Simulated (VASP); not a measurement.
Here is a VASP 6.6.1 calculation.

Contents of INCAR:

```
SYSTEM = ScF3
ALGO = Normal
EDIFF = 1E-7
ENCUT = 520
ISIF = 2
ISMEAR = -1
LASPH = .TRUE.
LCHARG = .FALSE.
LREAL = .FALSE.
LWAVE = .FALSE.
NBANDS = 24
NELM = 80
PREC = Accurate
SIGMA = 0.02
```

Contents of KPOINTS:

```
k-points
0
G
  6 6 6
  0 0 0
```

File POSCAR:

```
ScF3
1.0
    3.9855199940      0.0000000000      0.0000000000
    0.0000000000      3.9855199940      0.0000000000
    0.0000000000      0.0000000000      3.9855199940
Sc F
1 3
Direct
    0.0000000000      0.0000000000      0.0000000000
    0.5000000000      0.0000000000      0.0000000000
    0.0000000000      0.5000000000      0.0000000000
    0.0000000000      0.0000000000      0.5000000000
```

Potentials or basis: VASP PAW LDA potentials, release 64 (Sc_sv, F).

Launch:

```bash
$ cat potpaw_LDA.64/Sc_sv/POTCAR potpaw_LDA.64/F/POTCAR > POTCAR
$ mpirun -np 1 vasp_std > vasp.out
```

(1) Predict the band gap on the k mesh.

(2) What does it give for the pressure?

Results:

(1) 6.29 eV, indirect (least direct gap 6.82 eV).

(2) -0.3 GPa.
